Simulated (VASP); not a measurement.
Crystal: W.

```
CELL_PARAMETERS angstrom
-1.58234 1.58234 1.58234
1.58234 -1.58234 1.58234
1.58234 1.58234 -1.58234
ATOMIC_POSITIONS crystal
W 0.00000 0.00000 0.00000
```

```yaml
Program: VASP 6.6.1
Task: relaxation of cell and atoms
Functional: PBE
Potentials_or_basis: VASP PAW PBE potentials, release 64 (W_sv)
Cutoff: 600 eV
k_mesh: 15 × 15 × 15
Occupations: methfessel-paxton, width 0.05 eV
Spin: no spin polarisation
```

At the start: pressure 6.5 GPa; volume 15.85 Å³/atom.

**Question.** Where does the relaxation end?

**Answer.** Over 3 steps the energy falls by 6.4 meV/atom and the volume is 16.18 Å³/atom (+2.1 %); space group Im-3m (No. 229, to 0.05 Å).

Step by step:
| step | energy change (eV) | largest force (eV/Å) | pressure (GPa) | volume (Å³) |
| --- | --- | --- | --- | --- |
| 1 | 0.0000 | 0.0000 | 6.51 | 15.85 |
| 2 | 0.0693 | 0.0000 | -18.89 | 17.37 |
| 3 | -0.0064 | 0.0000 | -0.16 | 16.18 |

Final structure:
```cif
data_structure
_symmetry_space_group_name_H-M 'P 1'
_symmetry_Int_Tables_number 1
_cell_length_a 2.7597
_cell_length_b 2.7597
_cell_length_c 2.7597
_cell_angle_alpha 109.471
_cell_angle_beta 109.471
_cell_angle_gamma 109.471
_cell_volume 16.18
loop_
_atom_site_label
_atom_site_type_symbol
_atom_site_fract_x
_atom_site_fract_y
_atom_site_fract_z
_atom_site_occupancy
W1 W 0.00000 0.00000 0.00000 1
```
